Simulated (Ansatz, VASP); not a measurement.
## SiSn2: VASP beside Ansatz

```
Si Sn
1.0
     3.28188    0.00000    0.00000
    -1.64094    2.84219    0.00000
     0.00000    0.00000   15.64123
Si Sn
2 4
Direct
  0.33333 0.66667 0.84507
  0.33333 0.66667 0.15493
  0.33333 0.66667 0.50000
  0.66667 0.33333 0.00000
  0.66667 0.33333 0.30400
  0.66667 0.33333 0.69600
```

Alike in both runs: task relaxation of cell and atoms; functional PBE; k mesh 12 × 12 × 4; occupations gaussian, width 0.1 eV; no spin polarisation.

|  | VASP | Ansatz |
| --- | --- | --- |
| version | VASP 6.6.1 | Ansatz 0.2.0 |
| potentials or method | VASP PAW PBE potentials, release 64 (Si, Sn_d), cutoff 600 eV | scalar-relativistic, plane waves, PAW |
| valence electrons in the cell | 64 | 64 |

|  | VASP | Ansatz | Ansatz less VASP |
| --- | --- | --- | --- |
| gap on the k mesh at the Fermi level, each at its own relaxed structure (eV) | none | none | - |
| relaxed volume (Å³/atom) | 23.92 | 23.92 | 0.000 |
| relaxed cell length with the largest relative difference (Å) | 15.494 | 15.488 | -0.0062 |

A gap of «none» marks a metal or a gap that the smearing closes.
